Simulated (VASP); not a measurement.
# Ti6H in VASP: relaxation of the atoms with PBE

Aim: the relaxation of the atoms of Ti6H with PBE.

Everything below comes from runs of VASP 6.6.1. Logs are shortened: lines on timing, memory, paths and dates and some standing lists are left out, and cuts for length are marked.

## (1) The cell of the first run

The cell holds a slab with vacuum, 7 atoms: a = 4.604 Å, b = 4.604 Å, c = 19.997 Å, α = 90.00°, β = 90.00°, γ = 120.00°.

## (2) Relaxation of the atoms, PBE

Input file INCAR:

```
PREC = Accurate ; ENCUT = 520
EDIFF = 1E-6 ; ISMEAR = 0
SIGMA = 0.1 ; LREAL = F
LASPH = T ; NELM = 60
ALGO = Normal ; ISIF = 2
LWAVE = F ; LCHARG = F
LDIPOL = T ; IDIPOL = 3
DIPOL = 0.5 0.5 0.334 ; GGA = PE
IBRION = 2 ; NSW = 36
EDIFFG = -0.025
```

Input file KPOINTS:

```
Automatic mesh
0
Gamma
  6 6 1
```

Input file POSCAR:

```
Ti6H
1.0
    4.6037402192      0.0000000000      0.0000000000
   -2.3018701096      3.9869559822      0.0000000000
    0.0000000000      0.0000000000     19.9968207719
Ti H
6 1
Selective dynamics
Direct
    0.6666666667      0.3333333333      0.2000317973  F F F
    0.3333333333      0.6666666667      0.2470259945  F F F
    0.0000000000      0.0000000000      0.2940201916  F F F
    0.6666666667      0.3333333333      0.3353091140  F F F
    0.3333333333      0.6666666667      0.3717707007  F F F
    0.0000000000      0.0000000000      0.4249085827  F F F
    0.3333333333      0.6666666667      0.4648914512  F F T
```

Potentials or basis: VASP PAW PBE potentials, release 64 (Ti_sv, H).

On the command line:

```bash
cat potpaw_PBE.64/Ti_sv/POTCAR potpaw_PBE.64/H/POTCAR > POTCAR
mpirun -np 1 vasp_std > vasp.out
```

OUTCAR:

```text
PREC = Accurate
   ENCUT = 520
   EDIFF = 1E-6
   ISMEAR = 0
   LREAL = F
   LASPH = T
   NELM = 60
   ISIF = 2
   GGA = PE
   IBRION = 2
   NSW = 36
   EDIFFG = -0.025

 ion  position               nearest neighbor table
   1  0.667  0.333  0.200-   4 2.71   2 2.82   2 2.82   2 2.82
   2  0.333  0.667  0.247-   5 2.49   3 2.82   3 2.82   3 2.82   1 2.82   1 2.82   1 2.82
   3  0.000  0.000  0.294-   6 2.62   4 2.78   4 2.78   4 2.78   2 2.82   2 2.82   2 2.82
   4  0.667  0.333  0.335-   1 2.71   5 2.76   5 2.76   5 2.76   3 2.78   3 2.78   3 2.78
   5  0.333  0.667  0.372-   7 1.86   2 2.49   4 2.76   4 2.76   4 2.76   6 2.86   6 2.86   6 2.86

   6  0.000  0.000  0.425-   3 2.62   5 2.86   5 2.86   5 2.86
   7  0.333  0.667  0.465-   5 1.86

  LATTYP: Found a hexagonal cell.
 ALAT       =     4.6037402192
 C/A-ratio  =     4.3436032052

  Lattice vectors:

 A1 = (   4.6037402192,   0.0000000000,   0.0000000000)
 A2 = (  -2.3018701096,   3.9869559822,   0.0000000000)
 A3 = (   0.0000000000,   0.0000000000,  19.9968207719)

Analysis of symmetry for initial positions (statically):
=====================================================================
 Subroutine PRICEL returns:
 Original cell was already a primitive cell.

 Routine SETGRP: Setting up the symmetry group for a
 hexagonal supercell.

 Subroutine GETGRP returns: Found  6 space group operations
 (whereof  6 operations were pure point group operations)
 out of a pool of 24 trial point group operations.

The static configuration has the point symmetry C_3v.

Analysis of symmetry for dynamics (positions and initial velocities):
=====================================================================
 Subroutine PRICEL returns:
 Original cell was already a primitive cell.

 Routine SETGRP: Setting up the symmetry group for a
 hexagonal supercell.

 Subroutine GETGRP returns: Found  6 space group operations
 (whereof  6 operations were pure point group operations)
 out of a pool of 24 trial point group operations.

The dynamic configuration has the point symmetry C_3v.

Analysis of constrained symmetry for selective dynamics:
=====================================================================
 Subroutine PRICEL returns:
 Original cell was already a primitive cell.

 Routine SETGRP: Setting up the symmetry group for a
 hexagonal supercell.

 Subroutine GETGRP returns: Found  6 space group operations
 (whereof  6 operations were pure point group operations)
 out of a pool of 24 trial point group operations.

The constrained configuration has the point symmetry C_3v.

 Subroutine INISYM returns: Found  6 space group operations
 (whereof  6 operations are pure point group operations),
 and found     1 'primitive' translations

----------------------------------------------------------------------------------------

                                     Primitive cell

  volume of cell :     367.0398

  direct lattice vectors                    reciprocal lattice vectors
     4.603740219  0.000000000  0.000000000     0.217214689  0.125408959  0.000000000
    -2.301870110  3.986955982  0.000000000     0.000000000  0.250817918  0.000000000
     0.000000000  0.000000000 19.996820772     0.000000000  0.000000000  0.050007949

  length of vectors
     4.603740219  4.603740219 19.996820772     0.250817918  0.250817918  0.050007949

  position of ions in fractional coordinates (direct lattice)
     0.666666667  0.333333333  0.200031797
     0.333333333  0.666666667  0.247025994
     0.000000000  0.000000000  0.294020192
     0.666666667  0.333333333  0.335309114
     0.333333333  0.666666667  0.371770701
     0.000000000  0.000000000  0.424908583
     0.333333333  0.666666667  0.464891451

  ion indices of the primitive-cell ions
   primitive index   ion index
                 1           1
                 2           2
                 3           3
                 4           4
                 5           5
                 6           6
                 7           7

----------------------------------------------------------------------------------------

 KPOINTS: Automatic mesh

Automatic generation of k-mesh.
 Grid dimensions read from file:
 generate k-points for:    6    6    1

 Generating k-lattice:

  Cartesian coordinates                     Fractional coordinates (reciprocal lattice)
     0.036202448  0.020901493  0.000000000     0.166666667  0.000000000  0.000000000
     0.000000000  0.041802986  0.000000000     0.000000000  0.166666667  0.000000000
     0.000000000  0.000000000  0.050007949     0.000000000  0.000000000  1.000000000

  Length of vectors
     0.041802986  0.041802986  0.050007949

  Shift w.r.t. Gamma in fractional coordinates (k-lattice)
     0.000000000  0.000000000  0.000000000

 Subroutine IBZKPT returns following result:
 ===========================================

 Found      7 irreducible k-points:

 Following reciprocal coordinates:
            Coordinates               Weight
  0.000000  0.000000  0.000000      1.000000
  0.166667  0.000000  0.000000      6.000000
  0.333333  0.000000  0.000000      6.000000
  0.500000  0.000000  0.000000      3.000000
  0.166667  0.166667  0.000000      6.000000
  0.333333  0.166667  0.000000     12.000000
  0.333333  0.333333  0.000000      2.000000
   k-points           NKPTS =      7   k-points in BZ     NKDIM =      7   number of bands    NBANDS=     43
   number of dos      NEDOS =    301   number of ions     NIONS =      7
   total plane-waves  NPLWV = 194400
   dimension x,y,z NGX =    36 NGY =   36 NGZ =  150
   dimension x,y,z NGXF=    72 NGYF=   72 NGZF=  300
   ions per type =               6   1
   NGX,Y,Z   is equivalent  to a cutoff of  13.00, 13.00, 12.47 a.u.
   NGXF,Y,Z  is equivalent  to a cutoff of  26.00, 26.00, 24.94 a.u.
 SYSTEM =  unknown system
   PREC   = accura    normal or accurate (medium, high low for compatibility)
   ISTART =      0    job   : 0-new  1-cont  2-samecut
   ICHARG =      2    charge: 1-file 2-atom 10-const
   ISPIN  =      1    spin polarized calculation?
   LNONCOLLINEAR =      F non collinear calculations
   LSORBIT =      F    spin-orbit coupling
   LASPH  =      T    aspherical Exc in radial PAW
   ENCUT  =  520.0 eV  38.22 Ry    6.18 a.u.   8.56  8.56 37.18*2*pi/ulx,y,z
   NELM   =     60;   NELMIN=  2; NELMDL= -5     # of ELM steps
   EDIFF  = 0.1E-05   stopping-criterion for ELM
   LREAL  =      F    real-space projection
   EDIFFG = -.3E-01   stopping-criterion for IOM
   NSW    =     36    number of steps for IOM
   IBRION =      2    ionic relax: 0-MD 1-quasi-New 2-CG
   NFREE  =      1    steps in history (QN), initial steepest desc. (CG)
   ISIF   =      2    stress and relaxation
   ISYM   =      2    0-nonsym 1-usesym 2-fastsym
   POTIM  = 0.5000    time-step for ionic-motion
   TEBEG  =    0.0;   TEEND  =   0.0 temperature during run
   PSTRESS=    0.0 pullay stress
   NELECT =      73.0000    total number of electrons
   NUPDOWN=      -1.0000    fix difference up-down
   EMIN   =  10.00;   EMAX   =-10.00  energy-range for DOS
   EFERMI =   0.00;   METHOD = LEGACY
   ISMEAR =     0;   SIGMA  =   0.10  broadening in eV -4-tet -1-fermi 0-gaus
   EFERMI_NEDOS =   21; number of points for ismear=-14 and -15
   IALGO  =     38    algorithm
   IMIX   =      4    mixing-type and parameters
     AMIX     =   0.40;   BMIX     =  1.00
     AMIX_MAG =   1.60;   BMIX_MAG =  1.00
  volume/ion in A,a.u.               =      52.43       353.84
  Fermi-wavevector in a.u.,A,eV,Ry     =   0.955604  1.805830 12.424560  0.913179
  Thomas-Fermi vector in A             =   2.084457
   LORBIT       =      0    0 simple, 1 ext, 2 COOP (PROOUT), +10 PAW based schemes
   GGA     = PE    functional components
   LHFCALC =     F    Hartree Fock is set to
   AEXX    =    0.0000 exact exchange contribution
   IVDW    =     0    specifies the selected vdW correction
   LEPSILON=     F    determine dielectric tensor
   LRPA    =     F    only Hartree local field effects (RPA)
 conjugate gradient relaxation of ions
 non-spin polarized calculation
 Gauss-broadening in eV      SIGMA  =   0.10
  energy-cutoff  :      520.00
  volume of cell :      367.04
 maximum number of plane-waves:      9981
 NGX is ok and might be reduce to    36
   NGX = 17   NGY = 17   NGZ = 75

 dipolmoment           0.000000      0.000000     -0.008452 electrons x Angstroem

--------------------------------------- Ionic step        1  -------------------------------------------

 number of electron      72.9999981 magnetization

 Free energy of the ion-electron system (eV)
  ---------------------------------------------------
  ext. energy  EPLUGINS =         0.00000000
  ---------------------------------------------------
  free energy    TOTEN  =       -45.62384816 eV

  energy without entropy =      -45.55664072  energy(sigma->0) =      -45.59024444

------------------------ aborting loop because EDIFF is reached ----------------------------------------

 vacuum level on the upper side and lower side of the slab       (xc-potential included)        -0.064        -0.205

  FORCE on cell =-STRESS in cart. coord.  units (eV):
  Direction    XX          YY          ZZ          XY          YZ          ZX
  --------------------------------------------------------------------------------------
  -------------------------------------------------------------------------------------
  Total       -4.9738131     -4.9738131      0.1666132      0.0000000      0.0000000      0.0000000
  in kB      -21.7113508    -21.7113508      0.7272888      0.0000000      0.0000000      0.0000000
  external PRESSURE =     -14.2318043 kB  Pullay stress =       0.0000000 kB

 VOLUME and BASIS-vectors are now :
 -----------------------------------------------------------------------------
  energy-cutoff  :      520.00
  volume of cell :      367.04
      direct lattice vectors                 reciprocal lattice vectors
     4.603740219  0.000000000  0.000000000     0.217214689  0.125408959  0.000000000
    -2.301870110  3.986955982  0.000000000     0.000000000  0.250817918  0.000000000
     0.000000000  0.000000000 19.996820772     0.000000000  0.000000000  0.050007949
[... 58 lines left out ...]
  energy  without entropy=      -45.5571003478  energy(sigma->0) =      -45.59068072

--------------------------------------- Ionic step        3  -------------------------------------------

 number of electron      72.9999980 magnetization

 dipolmoment           0.000000      0.000000      0.014973 electrons x Angstroem

 Free energy of the ion-electron system (eV)
  ---------------------------------------------------
  ext. energy  EPLUGINS =         0.00000000
  ---------------------------------------------------
  free energy    TOTEN  =       -45.62463384 eV

  energy without entropy =      -45.55756456  energy(sigma->0) =      -45.59109920

 E-fermi :  -0.0271     XC(G=0):  -4.3625

 val. band max:       -0.0424236195   @ k =   0.0000   0.0000   0.0000
 cond. band min:      -0.0224366425   @ k =   0.3333   0.1667   0.0000
 fundamental gap:      0.0199869770
 Fermi energy:        -0.0271459731

 k-point     1 :       0.0000    0.0000    0.0000
  band No.  band energies     occupation
      1     -57.2690      2.00000
      2     -57.1219      2.00000
      3     -56.5360      2.00000
      4     -56.4332      2.00000
      5     -56.3941      2.00000
      6     -56.2335      2.00000
[... 311 lines left out ...]
     42       0.4965      0.00000
     43       1.0971      0.00000

------------------------ aborting loop because EDIFF is reached ----------------------------------------

 vacuum level on the upper side and lower side of the slab       (xc-potential included)         0.069        -0.074

  FORCE on cell =-STRESS in cart. coord.  units (eV):
  Direction    XX          YY          ZZ          XY          YZ          ZX
  --------------------------------------------------------------------------------------
  -------------------------------------------------------------------------------------
  Total       -4.9566903     -4.9566903      0.3192654      0.0000000      0.0000000      0.0000000
  in kB      -21.6366073    -21.6366073      1.3936356      0.0000000      0.0000000      0.0000000
  external PRESSURE =     -13.9598597 kB  Pullay stress =       0.0000000 kB

 VOLUME and BASIS-vectors are now :
 -----------------------------------------------------------------------------
  energy-cutoff  :      520.00
  volume of cell :      367.04
      direct lattice vectors                 reciprocal lattice vectors
     4.603740219  0.000000000  0.000000000     0.217214689  0.125408959  0.000000000
    -2.301870110  3.986955982  0.000000000     0.000000000  0.250817918  0.000000000
     0.000000000  0.000000000 19.996820772     0.000000000  0.000000000  0.050007949
[... 13 lines left out ...]
  FREE ENERGIE OF THE ION-ELECTRON SYSTEM (eV)
  ---------------------------------------------------
  free  energy   TOTEN  =       -45.6246338366 eV

  energy  without entropy=      -45.5575645628  energy(sigma->0) =      -45.59109920

 reached required accuracy - stopping structural energy minimisation

 vacuum level on the upper side and lower side of the slab         3.472         3.325
```

It took 17 min on 1 thread of Intel Xeon 8259CL, shared host; peak memory 0.53 GiB.

What came out:

| Property | Result |
| --- | --- |
| Free energy | -45.6246 eV |
| Energy gained by relaxing | 0.1 meV/atom |
| Ionic steps | 3 |
| Band gap on the k mesh | zero (an odd number of electrons rules out a gap without spin polarisation) |

Step by step:
```
step  energy change (eV)  largest force on free atoms (eV/Å)  pressure (GPa)
   1              0.0000                              0.1005           -1.42
   2             -0.0004                              0.0698           -1.42
   3             -0.0008                              0.0017           -1.40
```

Final structure:
```yaml
crystal:
  lattice:
    - [4.60374, 0.00000, 0.00000]
    - [-2.30187, 3.98696, 0.00000]
    - [0.00000, 0.00000, 19.99682]
  atoms:
    - { symbol: Ti, position: [0.66667, 0.33333, 0.20003] }
    - { symbol: Ti, position: [0.33333, 0.66667, 0.24703] }
    - { symbol: Ti, position: [0.00000, 0.00000, 0.29402] }
    - { symbol: Ti, position: [0.66667, 0.33333, 0.33531] }
    - { symbol: Ti, position: [0.33333, 0.66667, 0.37177] }
    - { symbol: Ti, position: [0.00000, 0.00000, 0.42491] }
    - { symbol: H, position: [0.33333, 0.66667, 0.46410] }
```
